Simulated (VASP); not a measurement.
Set up this calculation in VASP 6.6.1, as the native input.

* Task: single point
* Functional: PBE
* Potentials or basis: VASP PAW PBE potentials, release 64 (Sr_sv, La)
* Cutoff: 520 eV
* k mesh: 6 × 6 × 6
* Occupations: gaussian, width 0.1 eV
* Spin: no spin polarisation
* Dipole correction: no
* k mesh for the DOS: 9 × 9 × 9
* Occupations for the DOS: tetrahedron
* Further INCAR settings: ALGO = Normal; EDIFF = 1e-06

Crystal: Sr7La.

```xyz
8
Lattice="0.0000 5.9292 5.9292 5.9292 0.0000 5.9292 5.9292 5.9292 0.0000" Properties=species:S:1:pos:R:3 pbc="T T T"
Sr    5.9292    5.9292    5.9292
Sr    0.0000    2.9646    2.9646
Sr    2.9646    5.9292    2.9646
Sr    5.9292    2.9646    2.9646
Sr    2.9646    0.0000    2.9646
Sr    2.9646    2.9646    5.9292
Sr    2.9646    2.9646    0.0000
La    0.0000    0.0000    0.0000
```

The input as run:

POSCAR

```
Sr7La
1.0
    0.0000000000      5.9292085329      5.9292085329
    5.9292085329      0.0000000000      5.9292085329
    5.9292085329      5.9292085329      0.0000000000
Sr La
7 1
Direct
    0.5000000000      0.5000000000      0.5000000000
    0.5000000000      0.0000000000      0.0000000000
    0.5000000000      0.0000000000      0.5000000000
    0.0000000000      0.5000000000      0.5000000000
    0.0000000000      0.5000000000      0.0000000000
    0.5000000000      0.5000000000      0.0000000000
    0.0000000000      0.0000000000      0.5000000000
    0.0000000000      0.0000000000      0.0000000000
```

INCAR.step1

```
SYSTEM = Sr7La
PREC = Accurate ; ENCUT = 520
EDIFF = 1E-6 ; ISMEAR = 0
SIGMA = 0.1 ; LREAL = .FALSE.
LASPH = .TRUE. ; NELM = 100
ALGO = Normal ; ISIF = 2
LWAVE = .FALSE. ; LCHARG = .TRUE.
LMAXMIX = 6 ; GGA = PE
NBANDS = 50
```

KPOINTS.step1

```
Automatic mesh
0
G
  6 6 6
  0 0 0
```

INCAR.step2

```
SYSTEM = Sr7La
PREC = Accurate ; ENCUT = 520
EDIFF = 1E-6 ; ISMEAR = -5
SIGMA = 0.1 ; LREAL = .FALSE.
LASPH = .TRUE. ; NELM = 100
ALGO = Normal ; ISIF = 2
LWAVE = .FALSE. ; LCHARG = .FALSE.
LMAXMIX = 6 ; GGA = PE
LORBIT = 11 ; NEDOS = 1001
ICHARG = 11
```

KPOINTS.step2

```
Automatic mesh
0
G
  9 9 9
  0 0 0
```

Potentials or basis: VASP PAW PBE potentials, release 64 (Sr_sv, La).

Command:

```console
$ cat potpaw_PBE.64/Sr_sv/POTCAR potpaw_PBE.64/La/POTCAR > POTCAR
$ cp INCAR.step1 INCAR
$ cp KPOINTS.step1 KPOINTS
$ mpirun -np 1 vasp_std > vasp.out
$ cp INCAR.step2 INCAR
$ cp KPOINTS.step2 KPOINTS
$ mpirun -np 1 vasp_std > vasp.out
```

It gave:

The valence electrons inside the program's atomic spheres are Sr 7.92; La 8.40.

Run time: 24 min on 1 thread of Intel(R) Xeon(R) Platinum 8488C (Sapphire Rapids) (shared host), peak memory 0.93 GiB.
